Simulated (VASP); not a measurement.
A run of VASP 6.6.1:

The input INCAR:

```
ALGO = Normal
EDIFF = 1E-6
ENCUT = 520
GGA = PE
ISIF = 2
ISMEAR = 0
LASPH = T
LCHARG = T
LELF = T
LREAL = F
LVHAR = T
LWAVE = F
NBANDS = 14
NELM = 80
PREC = Accurate
SIGMA = 0.1
```

File KPOINTS:

```
k-points
0
Gamma
  12 12 8
```

File POSCAR:

```
Mg2B3
1.0
    4.0982299809      0.0000000000      0.0000000000
   -2.0491149905      3.5491712740      0.0000000000
    0.0000000000      0.0000000000      4.6162103917
Mg B
2 3
Direct
    0.3333333333      0.6666666667      0.0000000000
    0.6666666667      0.3333333333      0.0000000000
    0.3333333333      0.6666666667      0.5000000000
    0.6666666667      0.3333333333      0.5000000000
    0.0000000000      0.0000000000      0.5000000000
```

Potentials or basis: VASP PAW PBE potentials, release 64 (Mg, B).

The run is started by

```bash
$ cat potpaw_PBE.64/Mg/POTCAR potpaw_PBE.64/B/POTCAR > POTCAR
$ mpirun -np 1 vasp_std > vasp.out
```

Hardware: 1 thread of Intel Xeon 8259CL, on a shared host.

Task: How long does it take, and how much memory?

Result: Run time: 92 s on 1 thread of Intel Xeon 8259CL (shared host), peak memory 0.23 GiB. Counts: scf iterations 12, k points 95.
